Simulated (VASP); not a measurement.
MgO, 4 atoms in the cell. The typed cell holds 4 atoms: a = 3.521 Å, b = 3.521 Å, c = 4.239 Å, α = 90.00°, β = 90.00°, γ = 120.00°.  This cell differs from its parent crystal: atoms displaced along several vibrational modes.

| Item | Value |
| --- | --- |
| Program | VASP 6.6.1 |
| Task | single point |
| Functional | PBE |
| Potentials or basis | VASP PAW PBE potentials, release 64 (Mg, O) |
| Cutoff | 520 eV |
| k mesh | 9 × 9 × 6 |
| Occupations | gaussian, width 0.05 eV |
| Spin | no spin polarisation |
| Dipole correction | no |
| Further INCAR settings | ALGO = Normal; EDIFF = 1e-06; NBANDS = 16 |

Potentials or basis: VASP PAW PBE potentials, release 64 (Mg, O).

The run is started by

```bash
$ cat potpaw_PBE.64/Mg/POTCAR potpaw_PBE.64/O/POTCAR > POTCAR
$ mpirun -np 1 vasp_std > vasp.out
```

Hardware: 1 thread of Intel Xeon 8259CL, with other jobs on the host.

Q: How long does it take, and how much memory?

A: Run time: 3 min on 1 thread of Intel Xeon 8259CL (shared host), peak memory 0.29 GiB. Counts: scf iterations 13, k points 244.
